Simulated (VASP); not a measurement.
A run of VASP 6.6.1:

File INCAR:

```
SYSTEM = ZnO
  ALGO = Normal
  EDIFF = 1E-6
  EDIFFG = -0.005
  ENCUT = 600
  GGA = PE
  IBRION = 2
  ISIF = 4
  ISMEAR = -1
  LASPH = .TRUE.
  LCHARG = .FALSE.
  LREAL = .FALSE.
  LWAVE = .FALSE.
  NELM = 60
  NSW = 50
  PREC = Accurate
  SIGMA = 0.08
```

Contents of KPOINTS:

```
k-points
0
G
  11 11 7
  0 0 0
```

File POSCAR:

```
ZnO
1.0
    2.8990063174      0.0000000000      0.0000000000
   -1.4495031587      2.5106131166      0.0000000000
    0.0000000000      0.0000000000      4.9754324983
Zn O
2 2
Direct
    0.0000000000      0.0000000000      0.0000000000
    0.0000000000      0.0000000000      0.5000000000
    0.3333333333      0.6666666667      0.2500000000
    0.6666666667      0.3333333333      0.7500000000
```

Potentials or basis: VASP PAW PBE potentials, release 64 (Zn, O).

Launch:

```console
$ cat potpaw_PBE.64/Zn/POTCAR potpaw_PBE.64/O/POTCAR > POTCAR
$ mpirun -np 1 vasp_std > vasp.out
```

Hardware: 1 thread of Intel(R) Xeon(R) 6975P-C (Granite Rapids), on a shared host.

Question: Estimate the wall time of this run.

Answer: It took 37 s on 1 thread of Intel(R) Xeon(R) 6975P-C (Granite Rapids) (shared host), peak memory 0.19 GiB. Counts: scf iterations 25, k points 64, ion steps 3.
